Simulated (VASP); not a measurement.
Here is a VASP 6.6.1 calculation.

Contents of INCAR:

```
SYSTEM = SnO
  ALGO = Normal
  EDIFF = 1E-6
  ENCUT = 520
  GGA = PE
  ISIF = 2
  ISMEAR = 0
  IVDW = 12
  LASPH = .TRUE.
  LCHARG = .TRUE.
  LELF = .TRUE.
  LREAL = .FALSE.
  LVHAR = .TRUE.
  LWAVE = .FALSE.
  NBANDS = 28
  NELM = 60
  PREC = Accurate
  SIGMA = 0.05
```

KPOINTS

```
k-points
0
G
  10 6 8
  0 0 0
```

Contents of POSCAR:

```
SnO
1.0
    3.0040268902      0.0000000000      0.0000000000
    0.0000000000      6.1599576094      0.0000000000
    0.0000000000      0.0000000000      4.2119078609
Sn O
2 2
Direct
    0.0000000000      0.2345104856      0.5269946555
    0.5000000000      0.7654895144      0.0269946555
    0.0000000000      0.8836051479      0.7230063445
    0.5000000000      0.1163948521      0.2230063445
```

Potentials or basis: VASP PAW PBE potentials, release 64 (Sn_d, O).

Command:

```bash
$ cat potpaw_PBE.64/Sn_d/POTCAR potpaw_PBE.64/O/POTCAR > POTCAR
$ mpirun -np 1 vasp_std > vasp.out
```

**Question.** Estimate the largest force.

**Answer.** 0.857 eV/Å.

**Question.** Predict the pressure.

**Answer.** 0.7 GPa.

**Question.** Estimate the band gap on the k mesh.

**Answer.** 1.53 eV (least direct gap 1.71 eV).

**Question.** What does it give for the dispersion energy per atom?

**Answer.** -0.214 eV.

Stress tensor (GPa, compression positive):
```
12.79  0.00  0.00
 0.00 -8.36  0.00
 0.00  0.00 -2.28
```

Caveat: the stress differs along the axes, from -8 to 13 GPa; spin-orbit coupling is left out, which moves the levels of the heavy elements. A k mesh can miss the band edges.
